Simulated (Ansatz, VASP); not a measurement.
# NiO: VASP beside Ansatz

The input INCAR:

```
SYSTEM = NiO
  ALGO = Normal
  EDIFF = 1E-6
  EDIFFG = -0.005
  ENCUT = 600
  GGA = PE
  IBRION = 2
  ISIF = 3
  ISMEAR = 0
  ISPIN = 2
  LASPH = .True.
  LCHARG = .False.
  LMAXMIX = 4
  LORBIT = 11
  LREAL = .False.
  LWAVE = .False.
  MAGMOM = 1.64 0.34
  NELM = 150
  NSW = 100
  PREC = Accurate
  SIGMA = 0.1
```

KPOINTS

```
k-points
0
Gamma
  18 18 18
  0 0 0
```

File POSCAR:

```
NiO
1.0
    0.0000000000      2.1097855589      2.1097855589
    2.1097855589      0.0000000000      2.1097855589
    2.1097855589      2.1097855589      0.0000000000
Ni O
1 1
Direct
    0.0000000000      0.0000000000      0.0000000000
    0.5000000000      0.5000000000      0.5000000000
```

Input for Ansatz:

```yaml
crystal:
  lattice:
    - [0.0, 2.1097855589, 2.1097855589]
    - [2.1097855589, 0.0, 2.1097855589]
    - [2.1097855589, 2.1097855589, 0.0]
  atoms:
    - { symbol: Ni, position: [0.0, 0.0, 0.0], spin: 1.64 }
    - { symbol: O, position: [0.5, 0.5, 0.5], spin: 0.34 }
basis:
  ecutwfc: 420
kpoints:
  mp_grid: { grid: [18, 18, 18] }
hamiltonian:
  xc: pbe
scf:
  occupations: { method: gaussian, width: 0.1 }
output:
  forces: true
  stress: true
  eigenvalues: true
  populations: true
magnetization:
  spin_polarized: true
relax:
  adjacent_minimum: "off"
  f_tol: 0.005
  max_steps: 80
  cell: { stress_tol: 0.05 }
```

Alike in both runs: task relaxation of cell and atoms; functional PBE; k mesh 18 × 18 × 18; occupations gaussian, width 0.1 eV; collinear spin.

```csv
,VASP,Ansatz
version,VASP 6.6.1,Ansatz 0.2.0
potentials or method,"VASP PAW PBE potentials, release 64 (Ni, O), cutoff 600 eV","scalar-relativistic, plane waves, PAW"
valence electrons in the cell,16,24
```

```tsv
	VASP	Ansatz	Ansatz less VASP
gap on the k mesh at the Fermi level, each at its own relaxed structure (eV)	none	none	-
net moment per atom (μB)	0.88	0.90	+0.023
size of the moment on the site where the two differ most (μB)	0.27	0.29	+0.026
relaxed volume (Å³/atom)	9.33	9.37	+0.038
relaxed length of the cell vector where the two differ most in proportion (Å)	2.978	2.982	+0.0040
```

Site moments also hang on the region over which each program counts them. A gap of «none» marks a metal or a gap that the smearing closes. VASP's potentials hold 16 valence electrons a cell and Ansatz's 24, so a difference there can come from the potentials and not from the codes.
